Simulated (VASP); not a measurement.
A run of VASP 6.6.1 is set up as follows.

Contents of INCAR:

```
SYSTEM = WF2
ALGO = Normal
EDIFF = 1E-6
ENCUT = 520
GGA = PE
ISIF = 2
ISMEAR = 0
ISPIN = 2
LASPH = .True.
LCHARG = .False.
LDAU = .True.
LDAUJ = 0 0
LDAUL = 2 -1
LDAUPRINT = 1
LDAUTYPE = 2
LDAUU = 6.2 0
LMAXMIX = 4
LORBIT = 11
LREAL = .False.
LWAVE = .False.
MAGMOM = 1 0 0
NBANDS = 25
NELM = 150
PREC = Accurate
SIGMA = 0.1
```

KPOINTS

```
k-points
0
Gamma
  12 12 8
  0 0 0
```

POSCAR

```
WF2
1.0
    3.2757180747      0.0000000000      0.0000000000
   -1.6378590374      2.8368550683      0.0000000000
    0.0000000000      0.0000000000      5.5544574899
W F
1 2
Direct
    0.0000000000      0.0000000000      0.0000000000
    0.3333333333      0.6666666667      0.2230022322
    0.6666666667      0.3333333333      0.7769977678
```

Potentials or basis: VASP PAW PBE potentials, release 64 (W_sv, F).

The run is started by

```bash
$ cat potpaw_PBE.64/W_sv/POTCAR potpaw_PBE.64/F/POTCAR > POTCAR
$ mpirun -np 1 vasp_std > vasp.out
```

Q: What does it give for the largest force?

A: 0.479 eV/Å.

Q: What does it give for the site moments?

A: W +2.20; F +0.03 μB.

Stress tensor (GPa, compression positive):
```
2.39 0.00 0.00
0.00 2.39 0.00
0.00 0.00 3.55
```

 The state reached can hang on the start; a lower one may exist.
